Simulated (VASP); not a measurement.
A run of VASP 6.6.1 is set up as follows.

The input POSCAR:

```
PbSe
1.0
    0.0000000000      3.0809197960      3.0809197960
    3.0809197960      0.0000000000      3.0809197960
    3.0809197960      3.0809197960      0.0000000000
Pb Se
1 1
Direct
    0.0000000000      0.0000000000      0.0000000000
    0.5000000000      0.5000000000      0.5000000000
```

INCAR.step1

```
SYSTEM = PbSe
PREC = Accurate
ENCUT = 520
EDIFF = 1E-5
ISMEAR = -1
SIGMA = 0.05
LREAL = .False.
LASPH = .True.
NELM = 100
ALGO = Normal
ISIF = 2
LWAVE = .True.
LCHARG = .False.
NBANDS = 17
GGA = PE
```

INCAR.step2

```
SYSTEM = PbSe
PREC = Accurate
ENCUT = 520
EDIFF = 1E-6
ISMEAR = -1
SIGMA = 0.05
LREAL = .False.
LASPH = .True.
NELM = 100
ALGO = Normal
ISIF = 2
LWAVE = .False.
LCHARG = .False.
GGA = PE
LHFCALC = .True.
AEXX = 0.25
HFSCREEN = 0.3
PRECFOCK = Normal
NBANDS = 17
ISTART = 1
```

File KPOINTS:

```
regular mesh
0
Gamma
  4 4 4
  0 0 0
```

Potentials or basis: VASP PAW PBE potentials, release 64 (Pb_d, Se).

The run is started by

```sh
$ cat potpaw_PBE.64/Pb_d/POTCAR potpaw_PBE.64/Se/POTCAR > POTCAR
$ cp INCAR.step1 INCAR
$ mpirun -np 1 vasp_std > vasp.out
$ cp INCAR.step2 INCAR
$ mpirun -np 1 vasp_std > vasp.out
```

**Question.** Estimate the band gap on the k mesh.

**Answer.** 0.66 eV, direct.

**Question.** What does it give for the pressure?

**Answer.** 0.3 GPa.

Caveat: the k points lie up to 0.44 Å⁻¹ apart; the PAW data sets were made with another functional, which shifts forces and pressure a little; spin-orbit coupling is left out, which moves the levels of the heavy elements. A k mesh can miss the band edges.
